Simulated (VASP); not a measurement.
A run of VASP 6.6.1:

Contents of INCAR:

```
ALGO = Normal
EDIFF = 1E-6
ENCUT = 520
GGA = PE
ISIF = 2
ISMEAR = -1
LASPH = True
LCHARG = False
LREAL = False
LWAVE = False
NBANDS = 11
NELM = 80
PREC = Accurate
SIGMA = 0.03
```

KPOINTS

```
k-points
0
Gamma
  13 13 13
```

POSCAR

```
BN
1.0
    0.0000000000      1.8436500000      1.8075000000
    1.8436500000      0.0000000000      1.8075000000
    1.8436500000      1.8436500000      0.0000000000
B N
1 1
Direct
    0.0000000000      0.0000000000      0.0000000000
    0.7500000000      0.7500000000      0.7500000000
```

Potentials or basis: VASP PAW PBE potentials, release 64 (B, N).

Command:

```sh
$ cat potpaw_PBE.64/B/POTCAR potpaw_PBE.64/N/POTCAR > POTCAR
$ mpirun -np 1 vasp_std > vasp.out
```

Hardware: 1 thread of Intel(R) Xeon(R) Platinum 8259CL CPU @ 2.50GHz (Skylake/Cascade Lake) (shared host).

Q: How long does it take, and how much memory?

A: Wall time 19 s on 1 thread of Intel(R) Xeon(R) Platinum 8259CL CPU @ 2.50GHz (Skylake/Cascade Lake), on a shared host, peak memory 0.13 GiB. Counts: scf iterations 12, k points 196.
